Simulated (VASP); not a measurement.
# H15NO6 in VASP: notebook

H15NO6 is run at these levels: PBE+D3(BJ); tasks: single point.

Everything below comes from runs of VASP 6.6.1. Logs are shortened: lines on timing, memory, paths and dates and some standing lists are left out, and cuts for length are marked.

## (1) The cell of the first run

The cell holds an amorphous packing of atoms, 22 atoms: a = 6.222 Å, b = 6.222 Å, c = 6.222 Å, α = 90.00°, β = 90.00°, γ = 90.00°.

## (2) Single point, PBE+D3(BJ)

File INCAR:

```
PREC = Accurate ; ENCUT = 520
EDIFF = 1E-6 ; ISMEAR = -1
SIGMA = 0.02 ; LREAL = Auto
LASPH = T ; NELM = 80
ALGO = Normal ; ISIF = 2
LWAVE = F ; LCHARG = T
GGA = PE ; IVDW = 12
LELF = T ; LVHAR = T
NBANDS = 45
```

File KPOINTS:

```
Automatic mesh
0
Gamma
  1 1 1
```

File POSCAR:

```
H15NO6
1.0
    6.2222230000      0.0000000000      0.0000000000
    0.0000000000      6.2222230000      0.0000000000
    0.0000000000      0.0000000000      6.2222230000
O H N
6 15 1
Direct
    0.1706624787      0.6332784923      0.7878534729
    0.4132285198      0.1212106991      0.7735338319
    0.7056963404      0.2377446131      0.5001427946
    0.2418588983      0.3811338809      0.1732017641
    0.6225588508      0.5122767217      0.9348105974
    0.8045677566      0.9498373813      0.9662302364
    0.0336053529      0.6090749239      0.8682909629
    0.1305160551      0.4989052948      0.7148891964
    0.4161213766     -0.0198964261      0.6825374147
    0.3634392403      0.0460285657      0.8915784600
    0.6073713527      0.3374035293      0.4286088750
    0.8302177534      0.2974499628      0.5235588631
    0.3485088850      0.4987285091      0.1603446228
    0.1122910574      0.4751195835      0.2242928291
    0.6466981334      0.3584088838      0.8668606059
    0.5001588661      0.5850159983      0.8461606085
    0.7766195458      0.7984927573      0.9616980941
    0.6998463411      0.9873963051      0.8655588204
    0.7725213320      0.9102695291      0.4976356521
    1.0258070146      0.7894445442      0.4713910125
    0.8335284672      0.7283731232      0.3022071051
    0.8699945341      0.7678606183      0.4794910115
```

Potentials or basis: VASP PAW PBE potentials, release 64 (O, H, N).

Started as:

```sh
cat potpaw_PBE.64/O/POTCAR potpaw_PBE.64/H/POTCAR potpaw_PBE.64/N/POTCAR > POTCAR
mpirun -np 1 vasp_gam > vasp.out
```

OUTCAR:

```text
PREC = Accurate
   ENCUT = 520
   EDIFF = 1E-6
   ISMEAR = -1
   LREAL = Auto
   LASPH = T
   NELM = 80
   ISIF = 2
   GGA = PE
   IVDW = 12
 IVDW          = 12

 ion  position               nearest neighbor table
   1  0.171  0.633  0.788-   8 0.98   7 1.00
   2  0.413  0.121  0.774-  10 0.92   9 1.04
   3  0.706  0.238  0.500-  12 0.87  11 0.98
   4  0.242  0.381  0.173-  13 0.99  14 1.05
   5  0.623  0.512  0.935-  16 1.04  15 1.06
   6  0.805  0.950  0.966-  18 0.93  17 0.96
   7  0.034  0.609  0.868-   1 1.00
   8  0.131  0.499  0.715-   1 0.98
   9  0.416  0.980  0.683-   2 1.04
  10  0.363  0.046  0.892-   2 0.92
  11  0.607  0.337  0.429-   3 0.98
  12  0.830  0.297  0.524-   3 0.87
  13  0.349  0.499  0.160-   4 0.99
  14  0.112  0.475  0.224-   4 1.05
  15  0.647  0.358  0.867-   5 1.06
  16  0.500  0.585  0.846-   5 1.04
  17  0.777  0.798  0.962-   6 0.96
  18  0.700  0.987  0.866-   6 0.93
  19  0.773  0.910  0.498-  22 1.08
  20  0.026  0.789  0.471-  22 0.98
  21  0.834  0.728  0.302-  22 1.15
  22  0.870  0.768  0.479-  20 0.98  19 1.08  21 1.15

  LATTYP: Found a simple cubic cell.
 ALAT       =     6.2222230000

  Lattice vectors:

 A1 = (   6.2222230000,   0.0000000000,   0.0000000000)
 A2 = (   0.0000000000,   6.2222230000,   0.0000000000)
 A3 = (   0.0000000000,   0.0000000000,   6.2222230000)

Analysis of symmetry for initial positions (statically):
=====================================================================
 Subroutine PRICEL returns:
 Original cell was already a primitive cell.

 Routine SETGRP: Setting up the symmetry group for a
 simple cubic supercell.

 Subroutine GETGRP returns: Found  1 space group operations
 (whereof  1 operations were pure point group operations)
 out of a pool of 48 trial point group operations.

The static configuration has the point symmetry C_1 .

Analysis of symmetry for dynamics (positions and initial velocities):
=====================================================================
 Subroutine PRICEL returns:
 Original cell was already a primitive cell.

 Routine SETGRP: Setting up the symmetry group for a
 simple cubic supercell.

 Subroutine GETGRP returns: Found  1 space group operations
 (whereof  1 operations were pure point group operations)
 out of a pool of 48 trial point group operations.

The dynamic configuration has the point symmetry C_1 .

 Subroutine INISYM returns: Found  1 space group operations
 (whereof  1 operations are pure point group operations),
 and found     1 'primitive' translations

----------------------------------------------------------------------------------------

                                     Primitive cell

  volume of cell :     240.9000

  direct lattice vectors                    reciprocal lattice vectors
     6.222223000  0.000000000  0.000000000     0.160714266  0.000000000  0.000000000
     0.000000000  6.222223000  0.000000000     0.000000000  0.160714266  0.000000000
     0.000000000  0.000000000  6.222223000     0.000000000  0.000000000  0.160714266

  length of vectors
     6.222223000  6.222223000  6.222223000     0.160714266  0.160714266  0.160714266

  position of ions in fractional coordinates (direct lattice)
     0.170662479  0.633278492  0.787853473
     0.413228520  0.121210699  0.773533832
     0.705696340  0.237744613  0.500142795
     0.241858898  0.381133881  0.173201764
     0.622558851  0.512276722  0.934810597
     0.804567757  0.949837381  0.966230236
[... 14 lines left out ...]
     0.833528467  0.728373123  0.302207105
     0.869994534  0.767860618  0.479491012

  ion indices of the primitive-cell ions
   primitive index   ion index
                 1           1
                 2           2
                 3           3
                 4           4
                 5           5
                 6           6
[... 14 lines left out ...]
                21          21
                22          22

----------------------------------------------------------------------------------------

 KPOINTS: Automatic mesh

Automatic generation of k-mesh.
 Grid dimensions read from file:
 generate k-points for:    1    1    1

 Generating k-lattice:

  Cartesian coordinates                     Fractional coordinates (reciprocal lattice)
     0.160714266  0.000000000  0.000000000     1.000000000  0.000000000  0.000000000
     0.000000000  0.160714266  0.000000000     0.000000000  1.000000000  0.000000000
     0.000000000  0.000000000  0.160714266     0.000000000  0.000000000  1.000000000

  Length of vectors
     0.160714266  0.160714266  0.160714266

  Shift w.r.t. Gamma in fractional coordinates (k-lattice)
     0.000000000  0.000000000  0.000000000

 Subroutine IBZKPT returns following result:
 ===========================================

 Found      1 irreducible k-points:

 Following reciprocal coordinates:
            Coordinates               Weight
  0.000000  0.000000  0.000000      1.000000
   k-points           NKPTS =      1   k-points in BZ     NKDIM =      1   number of bands    NBANDS=     45
   number of dos      NEDOS =    301   number of ions     NIONS =     22
   total plane-waves  NPLWV = 110592
   dimension x,y,z NGX =    48 NGY =   48 NGZ =   48
   dimension x,y,z NGXF=    96 NGYF=   96 NGZF=   96
   ions per type =               6  15   1
   NGX,Y,Z   is equivalent  to a cutoff of  12.82, 12.82, 12.82 a.u.
   NGXF,Y,Z  is equivalent  to a cutoff of  25.65, 25.65, 25.65 a.u.
 SYSTEM =  unknown system
   PREC   = accura    normal or accurate (medium, high low for compatibility)
   ISTART =      0    job   : 0-new  1-cont  2-samecut
   ICHARG =      2    charge: 1-file 2-atom 10-const
   ISPIN  =      1    spin polarized calculation?
   LNONCOLLINEAR =      F non collinear calculations
   LSORBIT =      F    spin-orbit coupling
   LASPH  =      T    aspherical Exc in radial PAW
   ENCUT  =  520.0 eV  38.22 Ry    6.18 a.u.  11.57 11.57 11.57*2*pi/ulx,y,z
   NELM   =     80;   NELMIN=  2; NELMDL= -5     # of ELM steps
   EDIFF  = 0.1E-05   stopping-criterion for ELM
   LREAL  =      T    real-space projection
   EDIFFG = 0.1E-04   stopping-criterion for IOM
   NSW    =      0    number of steps for IOM
   IBRION =     -1    ionic relax: 0-MD 1-quasi-New 2-CG
   NFREE  =      0    steps in history (QN), initial steepest desc. (CG)
   ISIF   =      2    stress and relaxation
   ISYM   =      2    0-nonsym 1-usesym 2-fastsym
   POTIM  = 0.5000    time-step for ionic-motion
   TEBEG  =    0.0;   TEEND  =   0.0 temperature during run
   PSTRESS=    0.0 pullay stress
   NELECT =      56.0000    total number of electrons
   NUPDOWN=      -1.0000    fix difference up-down
   EMIN   =  10.00;   EMAX   =-10.00  energy-range for DOS
   EFERMI =   0.00;   METHOD = LEGACY
   ISMEAR =    -1;   SIGMA  =   0.02  broadening in eV -4-tet -1-fermi 0-gaus
   EFERMI_NEDOS =   21; number of points for ismear=-14 and -15
   IALGO  =     38    algorithm
   IMIX   =      4    mixing-type and parameters
     AMIX     =   0.40;   BMIX     =  1.00
     AMIX_MAG =   1.60;   BMIX_MAG =  1.00
  volume/ion in A,a.u.               =      10.95        73.89
  Fermi-wavevector in a.u.,A,eV,Ry     =   1.006604  1.902206 13.786122  1.013251
  Thomas-Fermi vector in A             =   2.139357
   LORBIT       =      0    0 simple, 1 ext, 2 COOP (PROOUT), +10 PAW based schemes
   GGA     = PE    functional components
   LHFCALC =     F    Hartree Fock is set to
   AEXX    =    0.0000 exact exchange contribution
   IVDW    =    12    specifies the selected vdW correction
   LEPSILON=     F    determine dielectric tensor
   LRPA    =     F    only Hartree local field effects (RPA)
 non-spin polarized calculation
  energy-cutoff  :      520.00
  volume of cell :      240.90
 maximum number of plane-waves:      3226
 NGX is ok and might be reduce to    48
   NGX = 23   NGY = 23   NGZ = 23

 number of electron      55.9999994 magnetization

 Free energy of the ion-electron system (eV)
  ---------------------------------------------------
  ext. energy  EPLUGINS =         0.00000000
  ---------------------------------------------------
  free energy    TOTEN  =      -103.60955973 eV

  energy without entropy =     -103.60955973  energy(sigma->0) =     -103.60955973

 E-fermi :  -2.3881     XC(G=0):  -6.4759

 val. band max:       -2.9476488460   @ k =   0.0000   0.0000   0.0000
 cond. band min:       0.0380682136   @ k =   0.0000   0.0000   0.0000
 fundamental gap:      2.9857170596
 Fermi energy:        -2.3880617432

 k-point     1 :       0.0000    0.0000    0.0000
  band No.  band energies     occupation
      1     -23.0506      2.00000
      2     -22.8683      2.00000
      3     -22.8024      2.00000
      4     -22.2645      2.00000
      5     -22.0025      2.00000
      6     -21.5605      2.00000
[... 32 lines left out ...]
     39       6.4713      0.00000
     40       6.6290      0.00000
 [bands above 40 left out]

------------------------ aborting loop because EDIFF is reached ----------------------------------------

 Edisp (eV)   -0.69172

 E8    (eV) :    -0.1426

  FORCE on cell =-STRESS in cart. coord.  units (eV):
  Direction    XX          YY          ZZ          XY          YZ          ZX
  --------------------------------------------------------------------------------------
  -------------------------------------------------------------------------------------
  Total       3.33767    -4.75597     1.14347     5.14329    -4.15469    -0.44836
  in kB      22.19815   -31.63098     7.60500    34.20697   -27.63204    -2.98195
  external pressure =       -0.61 kB  Pullay stress =        0.00 kB

 VOLUME and BASIS-vectors are now :
 -----------------------------------------------------------------------------
  energy-cutoff  :      520.00
  volume of cell :      240.90
      direct lattice vectors                 reciprocal lattice vectors
     6.222223000  0.000000000  0.000000000     0.160714266  0.000000000  0.000000000
     0.000000000  6.222223000  0.000000000     0.000000000  0.160714266  0.000000000
     0.000000000  0.000000000  6.222223000     0.000000000  0.000000000  0.160714266

 POSITION                                       TOTAL-FORCE (eV/Angst)
 -----------------------------------------------------------------------------------
      1.06190      3.94040      4.90220        -1.529110     -1.215074      0.223898
      2.57120      0.75420      4.81310         0.728824     -2.060356     -3.454550
      4.39100      1.47930      3.11200        -6.518315     -3.091576     -1.335207
      1.50490      2.37150      1.07770        -1.777234      2.300782      1.426433
      3.87370      3.18750      5.81660        -0.842721     -0.991717     -1.745910
      5.00620      5.91010      6.01210         1.427378     -0.036087      1.397246
[... 14 lines left out ...]
      5.18640      4.53210      1.88040         0.480621      0.736990      3.290311
      5.41330      4.77780      2.98350        -4.089559     -0.812842     -3.872397
 -----------------------------------------------------------------------------------
    total drift:                                0.012021     -0.005017     -0.003813

  FREE ENERGIE OF THE ION-ELECTRON SYSTEM (eV)
  ---------------------------------------------------
  free  energy   TOTEN  =      -104.3012841389 eV

  energy  without entropy=     -104.3012841389  energy(sigma->0) =     -104.30128414
```

Run time: 31 s. Hardware: 1 thread of Intel Xeon 6975P-C, shared host; peak memory 0.31 GiB.

What came out:

```
Free energy                : -104.3013 eV
Pressure                   : -0.1 GPa
Largest force              : 7.337 eV/Å
Band gap on the k mesh     : 2.99 eV
Dispersion energy per atom : -0.031 eV
```

Forces in eV/Å, atoms in the order of the input:
```
O   -1.529 -1.215  0.224
O    0.729 -2.060 -3.455
O   -6.518 -3.092 -1.335
O   -1.777  2.301  1.426
O   -0.843 -0.992 -1.746
O    1.427 -0.036  1.397
H    0.759  1.551  0.395
H    1.405 -0.068 -0.893
H    0.113  2.541  0.382
H   -1.523 -0.582  3.302
H    0.520 -0.208  0.225
H    6.166  3.402  0.853
H    0.054 -0.790 -0.417
H    1.717 -1.829 -0.701
H   -0.941  2.690  0.853
H    1.640 -1.630  1.178
H    0.163 -1.342  0.324
H   -1.520  1.519 -1.629
H    1.930 -1.192 -0.253
H    1.638  1.106  0.450
H    0.481  0.737  3.290
N   -4.090 -0.813 -3.872
```

Caveat: the k points lie up to 1.01 Å⁻¹ apart.

## (3) Single point, PBE+D3(BJ)

File INCAR:

```
  PREC = Accurate
  ENCUT = 520
  EDIFF = 1E-6
  ISMEAR = -1
  SIGMA = 0.02
  LREAL = Auto
  LASPH = T
  NELM = 100
  ALGO = Normal
  ISIF = 2
  LWAVE = F
  LCHARG = T
  GGA = PE
  IVDW = 12
  LELF = T
  LVHAR = T
  NBANDS = 45
```

KPOINTS is that of step 2.

File POSCAR:

```
H15NO6
1.0
    6.2222230000      0.0000000000      0.0000000000
    0.0000000000      6.2222230000      0.0000000000
    0.0000000000      0.0000000000      6.2222230000
O H N
6 15 1
Direct
    0.1517142668      0.6279909929      0.7568356197
    0.3042803191      0.0642214205      0.7764749029
    0.6857356286      0.2007642606      0.4689481557
    0.2576410392      0.4236267328      0.1841303341
    0.6398356343      0.4805517256      0.8860016750
    0.7472249066      1.0294230856      0.9755677352
    0.2351892563      0.6043981387      0.8883320318
    0.0674196344      0.7486552636      0.8301695391
    0.1750981924      0.0421874947      0.8714409625
    0.3122678181      0.2045249744      0.7171231246
    0.8510463222      0.2366678276      0.5243945773
    0.6423267054      0.0671624916      0.5602017157
    0.3649017401      0.4068963777      0.2901053209
    0.1377964113      0.3069160331      0.2056821171
    0.6677356308      0.4240124470      0.7495874063
    0.5418481466      0.3548249556      0.9217605991
    0.7892195442      0.8915141743      1.0600391532
    0.6466338477      1.0826355790      1.0711123661
    1.0254855861      0.8338177529      0.5756302852
    0.9336855976      0.6658713453      0.4180660192
    0.7641802616      0.7624766904      0.6180106370
    0.8858088178      0.8023659711      0.4936338669
```

Potentials or basis: VASP PAW PBE potentials, release 64 (O, H, N).

Started as:

```sh
cat potpaw_PBE.64/O/POTCAR potpaw_PBE.64/H/POTCAR potpaw_PBE.64/N/POTCAR > POTCAR
mpirun -np 1 vasp_gam > vasp.out
```

It took 32 s on 1 thread of Intel Xeon 6975P-C, shared host; peak memory 0.33 GiB.

Results (log left out):

```
Free energy                : -104.4744 eV
Pressure                   : -1.9 GPa
Largest force              : 4.682 eV/Å
Band gap on the k mesh     : 2.76 eV
Dispersion energy per atom : -0.031 eV
```

Forces on the atoms (eV/Å):
```
O   -0.646  1.419  2.440
O   -0.623 -1.643  1.023
O    2.314 -0.033  2.539
O   -3.273 -1.557 -1.093
O   -1.912 -1.094  1.976
O    3.006 -3.579 -0.271
H    0.818 -0.895 -0.161
H    0.337 -1.601 -1.378
H    1.177  1.067 -1.074
H   -0.605  1.203 -0.093
H   -3.851 -1.202 -1.208
H    1.075  1.936 -1.382
H    1.031 -0.465  1.294
H    2.236  1.964 -0.173
H    1.126 -0.323 -2.606
H    0.651  1.602  0.577
H   -0.595  1.878 -1.213
H   -1.852  1.293  1.832
H   -0.424  0.397 -0.285
H   -0.458 -0.487 -0.038
H    2.002  0.226 -1.938
N   -1.536 -0.106  1.231
```

Stress tensor (GPa, compression positive):
```
-4.41 -4.55  1.68
-4.55 -1.32  0.67
 1.68  0.67 -0.02
```

Levels at points of the mesh, in eV from the valence-band top:
```tsv
k point	band 25	band 26	band 27	band 28	band 29	band 30	band 31	band 32
(0.00, 0.00, 0.00)	-1.42	-1.15	-0.91	0.00	2.76	5.50	6.37	6.51
```

Caveat: the k points lie up to 1.01 Å⁻¹ apart.

## (4) Single point, PBE+D3(BJ)

File INCAR:

```
  PREC = Accurate
  ENCUT = 520
  EDIFF = 1E-7
  ISMEAR = -1
  SIGMA = 0.02
  LREAL = Auto
  LASPH = T
  NELM = 100
  ALGO = Normal
  ISIF = 2
  LWAVE = F
  LCHARG = F
  GGA = PE
  IVDW = 12
  NBANDS = 45
```

KPOINTS is that of step 3.

File POSCAR:

```
H15NO6
1.0
    6.2222230000      0.0000000000      0.0000000000
    0.0000000000      6.2222230000      0.0000000000
    0.0000000000      0.0000000000      6.2222230000
O H N
6 15 1
Direct
    0.2070481884      0.6503302759      0.7651445472
    0.4006124499      0.0648321348      0.7686159754
    0.7352034795      0.2581713963      0.4433142303
    0.2948946060      0.3795588811      0.2318785424
    0.6686195593      0.5438249320      0.8417409662
    0.8395713236      1.0862837928      0.9843266627
    0.3522856703      0.6493499188      0.7489124064
    0.1187999852      0.5313695764      0.6776838439
    0.3102749612     -0.0483910654      0.8300891820
    0.4587427998      0.1403839110      0.8793320329
    0.8362606098      0.1601196228      0.3959999505
    0.5882302836      0.2127214020      0.4697356556
    0.4264392324      0.3148713892      0.2025321175
    0.2525946113      0.3170731747      0.3612695977
    0.7367463365      0.4715677982      0.7083802686
    0.7182320531      0.4758588691      0.9840213056
    0.9092570292      0.9783963063      1.0608427245
    0.7101802684      1.1369570007      1.0542855825
    0.9319016692      0.9174695282      0.5083552936
    0.9522320238      0.6984481270      0.4777874403
    0.7540070486      0.7930766866      0.6429052768
    0.8180195406      0.8056927564      0.4810177970
```

Started as:

```sh
cat potpaw_PBE.64/O/POTCAR potpaw_PBE.64/H/POTCAR potpaw_PBE.64/N/POTCAR > POTCAR
mpirun -np 1 vasp_gam > vasp.out
```

Run time: 30 s. Hardware: 1 thread of Intel Xeon 6975P-C, shared host; peak memory 0.31 GiB.

It converged, with:

```
Free energy                : -104.3409 eV
Pressure                   : 1.6 GPa
Largest force              : 6.511 eV/Å
Band gap on the k mesh     : 3.59 eV
Dispersion energy per atom : -0.031 eV
```

Forces in eV/Å, atoms in the order of the input:
```
O   -6.303 -1.383 -0.864
O   -1.652 -2.001 -3.046
O   -1.716  3.759  0.712
O   -1.507  1.720 -1.364
O    0.792 -1.407  0.199
O   -0.579  2.104 -1.890
H    3.939 -1.094 -0.848
H    2.621  2.382  1.932
H   -0.040  0.207 -0.218
H    1.326  1.987  2.654
H    0.704 -2.291 -0.718
H    0.662 -1.056  0.212
H    2.167 -0.722 -0.508
H   -0.781 -0.942  2.052
H   -0.756  0.240  2.150
H   -0.147  0.840 -2.357
H    0.484 -1.718  1.498
H    0.416 -0.649  0.530
H    0.148  1.655  0.387
H   -1.771 -0.351 -0.117
H    0.697 -0.020 -1.760
N    1.296 -1.258  1.365
```

Stress tensor (GPa, compression positive):
```
 2.69 -1.22 -0.14
-1.22  3.37 -0.53
-0.14 -0.53 -1.30
```

Levels at points of the mesh, in eV from the valence-band top:
| k point | band 25 | band 26 | band 27 | band 28 | band 29 | band 30 | band 31 | band 32 |
| --- | --- | --- | --- | --- | --- | --- | --- | --- |
| (0.00, 0.00, 0.00) | -0.75 | -0.60 | -0.51 | 0.00 | 3.59 | 6.29 | 7.01 | 7.42 |

Caveat: the k points lie up to 1.01 Å⁻¹ apart.
